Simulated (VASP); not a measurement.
# C (Cmme) in VASP: notebook

The runs below take C through single point, with PBEsol.

Everything below comes from runs of VASP 6.6.1. Logs are shortened: lines on timing, memory, paths and dates and some standing lists are left out, and cuts for length are marked.

### Step 1. The cell of the first run

Symmetry: Cmme, No. 67, orthorhombic system. The conventional cell has a = 2.456 Å, b = 4.254 Å, c = 7.173 Å, α = 90.00°, β = 90.00°, γ = 90.00°. C (site symmetry m) has 3 C at 1.42 Å within 1.9 Å.

### Step 2. Single point, PBEsol

Input file INCAR:

```
SYSTEM = C
ALGO = Normal
EDIFF = 1E-7
ENCUT = 520
GGA = PS
ISIF = 2
ISMEAR = 0
LASPH = .TRUE.
LCHARG = .FALSE.
LREAL = .FALSE.
LWAVE = .FALSE.
NBANDS = 16
NELM = 60
PREC = Accurate
SIGMA = 0.5
```

Input file KPOINTS:

```
k-points
0
G
  12 12 4
  0 0 0
```

Input file POSCAR:

```
C
1.0
    1.2280480000     -2.1270620000      0.0000000000
    1.2280480000      2.1270620000      0.0000000000
    0.0000000000      0.0000000000      7.1732680000
C
4
Direct
    0.0833790000      0.9166210000      0.7531380000
    0.5833790000      0.4166210000      0.2468620000
    0.9166210000      0.0833790000      0.2468620000
    0.4166210000      0.5833790000      0.7531380000
```

Potentials or basis: VASP PAW PBE potentials, release 64 (C).

Run with:

```console
$ cat potpaw_PBE.64/C/POTCAR > POTCAR
$ mpirun -np 1 vasp_std > vasp.out
```

OUTCAR:

```text
SYSTEM = C
   EDIFF = 1E-7
   ENCUT = 520
   GGA = PS
   ISIF = 2
   ISMEAR = 0
   LASPH = .TRUE.
   LREAL = .FALSE.
   NELM = 60
   PREC = Accurate

 ion  position               nearest neighbor table
   1  0.083  0.917  0.753-   4 1.42   4 1.42   4 1.42
   2  0.583  0.417  0.247-   3 1.42   3 1.42   3 1.42
   3  0.917  0.083  0.247-   2 1.42   2 1.42   2 1.42
   4  0.417  0.583  0.753-   1 1.42   1 1.42   1 1.42

  LATTYP: Found a hexagonal cell.
 ALAT       =     2.4561137274
 C/A-ratio  =     2.9205764863

  Lattice vectors:

 A1 = (   1.2280480000,  -2.1270620000,   0.0000000000)
 A2 = (   1.2280480000,   2.1270620000,   0.0000000000)
 A3 = (   0.0000000000,   0.0000000000,   7.1732680000)

Analysis of symmetry for initial positions (statically):
=====================================================================
 Subroutine PRICEL returns:
 Original cell was already a primitive cell.

 Routine SETGRP: Setting up the symmetry group for a
 hexagonal supercell.

 Subroutine GETGRP returns: Found  8 space group operations
 (whereof  4 operations were pure point group operations)
 out of a pool of 24 trial point group operations.

The static configuration has the point symmetry C_2h.
 The point group associated with its full space group is D_2h.

Analysis of symmetry for dynamics (positions and initial velocities):
=====================================================================
 Subroutine PRICEL returns:
 Original cell was already a primitive cell.

 Routine SETGRP: Setting up the symmetry group for a
 hexagonal supercell.

 Subroutine GETGRP returns: Found  8 space group operations
 (whereof  4 operations were pure point group operations)
 out of a pool of 24 trial point group operations.

The dynamic configuration has the point symmetry C_2h.
 The point group associated with its full space group is D_2h.

 Subroutine INISYM returns: Found  8 space group operations
 (whereof  4 operations are pure point group operations),
 and found     1 'primitive' translations

----------------------------------------------------------------------------------------

                                     Primitive cell

  volume of cell :      37.4751

  direct lattice vectors                    reciprocal lattice vectors
     1.228048000 -2.127062000  0.000000000     0.407150209 -0.235066021  0.000000000
     1.228048000  2.127062000  0.000000000     0.407150209  0.235066021  0.000000000
     0.000000000  0.000000000  7.173268000     0.000000000  0.000000000  0.139406474

  length of vectors
     2.456113727  2.456113727  7.173268000     0.470135435  0.470135435  0.139406474

  position of ions in fractional coordinates (direct lattice)
     0.083379000  0.916621000  0.753138000
     0.583379000  0.416621000  0.246862000
     0.916621000  0.083379000  0.246862000
     0.416621000  0.583379000  0.753138000

  ion indices of the primitive-cell ions
   primitive index   ion index
                 1           1
                 2           2
                 3           3
                 4           4

----------------------------------------------------------------------------------------

 KPOINTS: k-points

Automatic generation of k-mesh.
 Grid dimensions read from file:
 generate k-points for:   12   12    4

 Generating k-lattice:

  Cartesian coordinates                     Fractional coordinates (reciprocal lattice)
     0.033929184 -0.019588835  0.000000000     0.083333333  0.000000000  0.000000000
     0.033929184  0.019588835  0.000000000     0.000000000  0.083333333  0.000000000
     0.000000000  0.000000000  0.034851619     0.000000000  0.000000000  0.250000000

  Length of vectors
     0.039177953  0.039177953  0.034851619

  Shift w.r.t. Gamma in fractional coordinates (k-lattice)
     0.000000000  0.000000000  0.000000000

 Subroutine IBZKPT returns following result:
 ===========================================

 Found    129 irreducible k-points:

 Following reciprocal coordinates:
            Coordinates               Weight
  0.000000  0.000000  0.000000      1.000000
  0.083333  0.000000  0.000000      4.000000
 -0.083333  0.083333  0.000000      2.000000
  0.166667  0.000000  0.000000      4.000000
 -0.166667  0.166667  0.000000      2.000000
  0.250000  0.000000  0.000000      4.000000
[... 16 lines left out ...]
 -0.083333  0.416667  0.000000      4.000000
 -0.416667  0.333333  0.000000      4.000000
 [... further k-points ...]
   k-points           NKPTS =    129   k-points in BZ     NKDIM =    129   number of bands    NBANDS=     16
   number of dos      NEDOS =    301   number of ions     NIONS =      4
   total plane-waves  NPLWV =  17496
   dimension x,y,z NGX =    18 NGY =   18 NGZ =   54
   dimension x,y,z NGXF=    36 NGYF=   36 NGZF=  108
   ions per type =               4
   NGX,Y,Z   is equivalent  to a cutoff of  12.18, 12.18, 12.51 a.u.
   NGXF,Y,Z  is equivalent  to a cutoff of  24.37, 24.37, 25.03 a.u.
 SYSTEM =  C
   PREC   = accura    normal or accurate (medium, high low for compatibility)
   ISTART =      0    job   : 0-new  1-cont  2-samecut
   ICHARG =      2    charge: 1-file 2-atom 10-const
   ISPIN  =      1    spin polarized calculation?
   LNONCOLLINEAR =      F non collinear calculations
   LSORBIT =      F    spin-orbit coupling
   LASPH  =      T    aspherical Exc in radial PAW
   ENCUT  =  520.0 eV  38.22 Ry    6.18 a.u.   4.57  4.57 13.34*2*pi/ulx,y,z
   NELM   =     60;   NELMIN=  2; NELMDL= -5     # of ELM steps
   EDIFF  = 0.1E-06   stopping-criterion for ELM
   LREAL  =      F    real-space projection
   EDIFFG = 0.1E-05   stopping-criterion for IOM
   NSW    =      0    number of steps for IOM
   IBRION =     -1    ionic relax: 0-MD 1-quasi-New 2-CG
   NFREE  =      0    steps in history (QN), initial steepest desc. (CG)
   ISIF   =      2    stress and relaxation
   ISYM   =      2    0-nonsym 1-usesym 2-fastsym
   POTIM  = 0.5000    time-step for ionic-motion
   TEBEG  =    0.0;   TEEND  =   0.0 temperature during run
   PSTRESS=    0.0 pullay stress
   NELECT =      16.0000    total number of electrons
   NUPDOWN=      -1.0000    fix difference up-down
   EMIN   =  10.00;   EMAX   =-10.00  energy-range for DOS
   EFERMI =   0.00;   METHOD = LEGACY
   ISMEAR =     0;   SIGMA  =   0.50  broadening in eV -4-tet -1-fermi 0-gaus
   EFERMI_NEDOS =   21; number of points for ismear=-14 and -15
   IALGO  =     38    algorithm
   IMIX   =      4    mixing-type and parameters
     AMIX     =   0.40;   BMIX     =  1.00
     AMIX_MAG =   1.60;   BMIX_MAG =  1.00
  volume/ion in A,a.u.               =       9.37        63.22
  Fermi-wavevector in a.u.,A,eV,Ry     =   1.232728  2.329518 20.675667  1.519619
  Thomas-Fermi vector in A             =   2.367487
   LORBIT       =      0    0 simple, 1 ext, 2 COOP (PROOUT), +10 PAW based schemes
   GGA     = PS    functional components
   LHFCALC =     F    Hartree Fock is set to
   AEXX    =    0.0000 exact exchange contribution
   IVDW    =     0    specifies the selected vdW correction
   LEPSILON=     F    determine dielectric tensor
   LRPA    =     F    only Hartree local field effects (RPA)
 non-spin polarized calculation
 Gauss-broadening in eV      SIGMA  =   0.50
  energy-cutoff  :      520.00
  volume of cell :       37.48
 maximum number of plane-waves:      1028
   NGX =  9   NGY =  9   NGZ = 27

 number of electron      15.9999996 magnetization

 Free energy of the ion-electron system (eV)
  ---------------------------------------------------
  ext. energy  EPLUGINS =         0.00000000
  ---------------------------------------------------
  free energy    TOTEN  =       -38.57846491 eV

  energy without entropy =      -38.56520209  energy(sigma->0) =      -38.57183350

 E-fermi :   4.1019     XC(G=0): -10.0943

 val. band max:        4.0870204563   @ k =   0.3333   0.3333   0.5000
 cond. band min:       4.1117489077   @ k =   0.3333   0.3333   0.5000
 fundamental gap:      0.0247284514
 Fermi energy:         4.1019229659

 k-point     1 :       0.0000    0.0000    0.0000
  band No.  band energies     occupation
      1     -15.5517      2.00000
      2     -15.3707      2.00000
      3      -4.2925      2.00000
      4      -2.8764      2.00000
      5       1.1094      2.00000
      6       1.1154      2.00000
[... 8 lines left out ...]
     15      15.6730      0.00000
     16      15.7553      0.00000

 k-point     2 :       0.0833    0.0000    0.0000
  band No.  band energies     occupation
      1     -15.3854      2.00000
      2     -15.2064      2.00000
      3      -4.0898      2.00000
      4      -2.6837      2.00000
      5       0.4580      2.00000
      6       0.4768      2.00000
[... 8 lines left out ...]
     15      15.0714      0.00000
     16      15.2063      0.00000

 k-point     3 :      -0.0833    0.0833    0.0000
  band No.  band energies     occupation
      1     -15.3854      2.00000
      2     -15.2065      2.00000
      3      -4.0901      2.00000
      4      -2.6834      2.00000
      5       0.4524      2.00000
      6       0.4663      2.00000
[... 8 lines left out ...]
     15      15.1236      0.00000
     16      15.1532      0.00000

 k-point     4 :       0.1667    0.0000    0.0000
  band No.  band energies     occupation
      1     -14.8882      2.00000
      2     -14.7152      2.00000
      3      -3.4863      2.00000
      4      -2.1121      2.00000
      5      -1.1985      2.00000
      6      -1.1626      2.00000
[... 8 lines left out ...]
     15      15.0611      0.00000
     16      15.0618      0.00000
[... 324 lines left out ...]
 k-point    22 :       0.3333    0.0833    0.0000
  band No.  band energies     occupation
      1     -12.1336      2.00000
      2     -11.9932      2.00000
      3      -6.5656      2.00000
      4      -6.4795      2.00000
      5      -2.4885      2.00000
      6      -2.4615      2.00000
[... 8 lines left out ...]
     15      18.1114      0.00000
     16      18.8143      0.00000

 k-point    23 :      -0.0833    0.4167    0.0000
  band No.  band energies     occupation
      1     -12.1339      2.00000
      2     -11.9931      2.00000
      3      -6.5643      2.00000
      4      -6.4816      2.00000
      5      -2.4875      2.00000
      6      -2.4615      2.00000
[... 8 lines left out ...]
     15      18.1031      0.00000
     16      19.5361      0.00000

 k-point    24 :      -0.4167    0.3333    0.0000
  band No.  band energies     occupation
      1     -12.1351      2.00000
      2     -11.9921      2.00000
      3      -6.5669      2.00000
      4      -6.4850      2.00000
      5      -2.4879      2.00000
      6      -2.4527      2.00000
[... 8 lines left out ...]
     15      18.1248      0.00000
     16      20.2853      0.00000

 [... further k-points ...]

------------------------ aborting loop because EDIFF is reached ----------------------------------------

  FORCE on cell =-STRESS in cart. coord.  units (eV):
  Direction    XX          YY          ZZ          XY          YZ          ZX
  --------------------------------------------------------------------------------------
  -------------------------------------------------------------------------------------
  Total        0.5681718      0.5289146      0.0463053      0.0000000     -0.0000000      0.0000000
  in kB       24.2911302     22.6127601      1.9796959      0.0000000     -0.0000000      0.0000000
  external PRESSURE =      16.2945287 kB  Pullay stress =       0.0000000 kB

 VOLUME and BASIS-vectors are now :
 -----------------------------------------------------------------------------
  energy-cutoff  :      520.00
  volume of cell :       37.48
      direct lattice vectors                 reciprocal lattice vectors
     1.228048000 -2.127062000  0.000000000     0.407150209 -0.235066021  0.000000000
     1.228048000  2.127062000  0.000000000     0.407150209  0.235066021  0.000000000
     0.000000000  0.000000000  7.173268000     0.000000000  0.000000000  0.139406474

 POSITION                                       TOTAL-FORCE (eV/Angst)
 -----------------------------------------------------------------------------------
      1.22805      1.77236      5.40246         0.000000      0.020022     -0.004614
      1.22805     -0.35470      1.77081         0.000000      0.020022      0.004614
      1.22805     -1.77236      1.77081         0.000000     -0.020022      0.004614
      1.22805      0.35470      5.40246         0.000000     -0.020022     -0.004614
 -----------------------------------------------------------------------------------
    total drift:                                0.000000     -0.000000      0.000000

  FREE ENERGIE OF THE ION-ELECTRON SYSTEM (eV)
  ---------------------------------------------------
  free  energy   TOTEN  =       -38.5784649067 eV

  energy  without entropy=      -38.5652020901  energy(sigma->0) =      -38.57183350
```

Run time: 48 s. Hardware: 1 thread of AMD EPYC 7R13 (Zen 3), shared host; peak memory 0.15 GiB.

What came out:

```yaml
Free_energy: -38.5785 eV
Pressure: 1.6 GPa
Largest_force: 0.021 eV/Å
```

Forces in eV/Å, atoms in the order of the input:
```
C    0.000  0.020 -0.005
C    0.000  0.020  0.005
C    0.000 -0.020  0.005
C    0.000 -0.020 -0.005
```

Caveat: this functional lacks dispersion, which binds the layers, so the pressure and a relaxed spacing across them are unreliable; the PAW data sets were made with another functional, which shifts forces and pressure a little.

### Step 3. Single point, PBEsol

Input file INCAR:

```
SYSTEM = C
ALGO     = Normal         ! electronic algorithm
EDIFF    = 1E-6           ! SCF threshold, eV
ENCUT    = 520            ! plane-wave cutoff, eV
GGA      = PS             ! functional
ISIF     = 2              ! what is computed and relaxed
ISMEAR   = 0              ! smearing method
LASPH    = .TRUE.         ! aspherical terms in the spheres
LCHARG   = .TRUE.         ! write CHGCAR
LELF     = .TRUE.         ! ELF
LREAL    = .FALSE.        ! projectors in reciprocal space
LVHAR    = .TRUE.       
LWAVE    = .FALSE.        ! write WAVECAR
NBANDS   = 16             ! bands
NELM     = 100            ! most SCF steps
PREC     = Accurate       ! precision mode
SIGMA    = 0.3            ! smearing width, eV
```

KPOINTS is that of step 2.

POSCAR is that of step 2.

Potentials or basis: VASP PAW PBE potentials, release 64 (C).

Run with:

```console
$ cat potpaw_PBE.64/C/POTCAR > POTCAR
$ mpirun -np 1 vasp_std > vasp.out
```

Run time: 46 s. Hardware: 1 thread of AMD EPYC 7R13 (Zen 3), shared host; peak memory 0.15 GiB.

The run converged. Its results:

- Free energy: -38.5737 eV
- Pressure: 1.6 GPa
- Largest force: 0.021 eV/Å

Forces on the atoms (eV/Å):
```
C    0.000  0.021 -0.004
C    0.000  0.021  0.004
C    0.000 -0.021  0.004
C    0.000 -0.021 -0.004
```

Stress tensor (GPa, compression positive):
```
2.44 0.00 0.00
0.00 2.26 0.00
0.00 0.00 0.14
```

Caveat: this functional lacks dispersion, which binds the layers, so the pressure and a relaxed spacing across them are unreliable; the PAW data sets were made with another functional, which shifts forces and pressure a little.

(Continued in part 2 of 2.)
